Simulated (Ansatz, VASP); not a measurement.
# One calculation of Eu, two programs

INCAR

```
SYSTEM = Eu
PREC     = Accurate       ! precision mode
ENCUT    = 520            ! plane-wave cutoff, eV
EDIFF    = 1E-6           ! SCF threshold, eV
ISMEAR   = -1             ! smearing method
SIGMA    = 0.1            ! smearing width, eV
LREAL    = .FALSE.        ! projectors in reciprocal space
LASPH    = .TRUE.         ! aspherical terms in the spheres
NELM     = 150            ! most SCF steps
ALGO     = Normal         ! electronic algorithm
ISIF     = 2              ! what is computed and relaxed
LWAVE    = .FALSE.        ! write WAVECAR
LCHARG   = .FALSE.        ! write CHGCAR
ISPIN    = 2              ! spin polarisation
MAGMOM   = 9.1            ! initial moments
LORBIT   = 11             ! projections on sites
LMAXMIX  = 6              ! l up to which the mixer works
GGA      = PS             ! functional
NBANDS   = 18             ! bands
```

File KPOINTS:

```
regular mesh
0
G
  9 9 9
  0 0 0
```

File POSCAR:

```
Eu
1.0
    3.9446700000      0.0000000000      0.0000000000
    1.9723350000      3.4161844295      0.0000000000
    1.9723350000      1.1387281432      3.2208095679
Eu
1
Direct
    0.0000000000      0.0000000000      0.0000000000
```

Input for Ansatz:

```yaml
crystal:
  lattice:
    - [3.94467, 0.0, 0.0]
    - [1.9723350000000004, 3.4161844295463615, 0.0]
    - [1.9723350000000004, 1.1387281431821206, 3.2208095678881725]
  atoms:
    - { symbol: Eu, position: [0.0, 0.0, 0.0] }
basis:
  ecutwfc: 421.77648681281397
kpoints:
  mp_grid:
    grid: [9, 9, 9]
hamiltonian:
  xc: pbesol
magnetization:
  spin_polarized: true
  per_species:
    Eu: 9.1
scf:
  occupations:
    method: fermi_dirac
    width: 0.1
```

Alike in both runs: task single point; functional PBEsol; k mesh 9 × 9 × 9; occupations fermi-dirac, width 0.1 eV; collinear spin.

|  | VASP | Ansatz |
| --- | --- | --- |
| version | VASP 6.6.1 | Ansatz 0.2.0 |
| potentials or method | VASP PAW PBE potentials, release 64 (Eu), cutoff 520 eV | plane waves, PAW |
| valence electrons in the cell | 17 | 17 |

Ansatz gave:

| Quantity | Value |
| --- | --- |
| net moment per atom (μB) | 7.44 |
| size of the moment on the site where the two differ most (μB) | 7.14 |

**Question.** Estimate VASP's values.

**Answer.** net moment per atom (μB): 7.43; size of the moment on the site where the two differ most (μB): 6.71.

VASP's potentials were made for PBE, not for PBEsol. Site moments also hang on the region over which each program counts them. Ansatz's warnings: given moment on shells.

Neither program's run includes spin-orbit coupling.
